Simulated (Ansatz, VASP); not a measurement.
# AgCl in VASP and in Ansatz

File INCAR:

```
SYSTEM = AgCl
PREC     = Accurate       ! precision mode
ENCUT    = 520            ! plane-wave cutoff, eV
EDIFF    = 1E-8           ! SCF threshold, eV
ISMEAR   = -1             ! smearing method
SIGMA    = 0.03           ! smearing width, eV
LREAL    = .FALSE.        ! projectors in reciprocal space
LASPH    = .TRUE.         ! aspherical terms in the spheres
NELM     = 100            ! most SCF steps
ALGO     = Normal         ! electronic algorithm
ISIF     = 2              ! what is computed and relaxed
LWAVE    = .FALSE.        ! write WAVECAR
LCHARG   = .FALSE.        ! write CHGCAR
GGA      = PS             ! functional
LEFG     = .TRUE.       
NBANDS   = 26             ! bands
```

KPOINTS

```
regular mesh
0
G
  9 9 8
  0 0 0
```

POSCAR

```
AgCl
1.0
    1.8955297593     -5.6297167164      0.0000000000
    1.8955297593      5.6297167164      0.0000000000
    0.0000000000      0.0000000000      3.9756753421
Ag Cl
2 2
Direct
    0.3965554000      0.6034446000      0.7500000000
    0.6034446000      0.3965554000      0.2500000000
    0.8654487300      0.1345512700      0.2500000000
    0.1345512700      0.8654487300      0.7500000000
```

Input for Ansatz:

```yaml
crystal:
  lattice:
    - [1.8955297593, -5.6297167164, 0.0]
    - [1.8955297593, 5.6297167164, 0.0]
    - [0.0, 0.0, 3.9756753421]
  atoms:
    - { symbol: Ag, position: [0.3965554, 0.6034446, 0.75] }
    - { symbol: Ag, position: [0.6034446, 0.3965554, 0.25] }
    - { symbol: Cl, position: [0.86544873, 0.13455127, 0.25] }
    - { symbol: Cl, position: [0.13455127, 0.86544873, 0.75] }
kpoints:
  mp_grid: { grid: [9, 9, 8] }
scf:
  occupations: { method: fermi_dirac, width: 0.03 }
hamiltonian:
  xc: pbesol
  pseudopotentials: { kind: all_electron, datasets: crystal }
output:
  forces: true
  stress: true
  eigenvalues: true
  efg: { contact_densities: true }
```

Change from the starting cell: volume scaled by 1.04, crystal datasets.

Alike in both runs: task electric field gradients; functional PBEsol; k mesh 9 × 9 × 8; occupations fermi-dirac, width 0.03 eV; no spin polarisation.

|  | VASP | Ansatz |
| --- | --- | --- |
| version | VASP 6.6.1 | Ansatz 0.2.0 |
| potentials or method | VASP PAW PBE potentials, release 64 (Ag, Cl), cutoff 520 eV | all-electron PAW with datasets made for the crystal, scalar-relativistic |

|  | VASP | Ansatz | Ansatz less VASP |
| --- | --- | --- | --- |
| pressure (GPa) | -4.6 | -4.5 | +0.10 |
| traceless stress, the component that is largest in VASP (GPa) | 1.02 | 0.99 | -0.028 |
| rms of the force components (eV/Å) | 0.023 | 0.022 | -0.0016 |
| size of Vzz on the site where it differs most (V/Å²) | 48.1 | 45.0 | -3.06 |

VASP's potentials were made for PBE, not for PBEsol. Atom by atom the forces differ by 0.002 eV/Å (rms over components). Ansatz ran all-electron here, and VASP with PAW potentials.
